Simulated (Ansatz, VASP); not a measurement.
**One calculation of HfB, two programs**

```xyz
2
Lattice="0.0000 2.2788 2.2788 2.2788 0.0000 2.2788 2.2788 2.2788 0.0000" Properties=species:S:1:pos:R:3 pbc="T T T"
Hf    2.2788    2.2788    2.2788
B     0.0000    0.0000    0.0000
```

Change from the starting cell: functional lda, volume scaled by 0.96.

Alike in both runs: task single point; functional LDA; k mesh 15 × 15 × 15; occupations fermi-dirac, width 0.05 eV; no spin polarisation.

|  | VASP | Ansatz |
| --- | --- | --- |
| version | VASP 6.6.1 | Ansatz 0.2.0 |
| potentials or method | VASP PAW LDA potentials, release 64 (Hf_pv, B), cutoff 520 eV | all-electron LAPW, scalar-relativistic |

|  | VASP | Ansatz | Ansatz less VASP |
| --- | --- | --- | --- |
| pressure (GPa) | 31.7 | 29.5 | -2.22 |

LDA's correlation is that of Perdew and Zunger in VASP and of Perdew and Wang (1992) in Ansatz. Both programs put the cell under a high pressure, so it lies far from rest at this level. Ansatz ran all-electron here, and VASP with PAW potentials.

Neither program's run includes spin-orbit coupling.
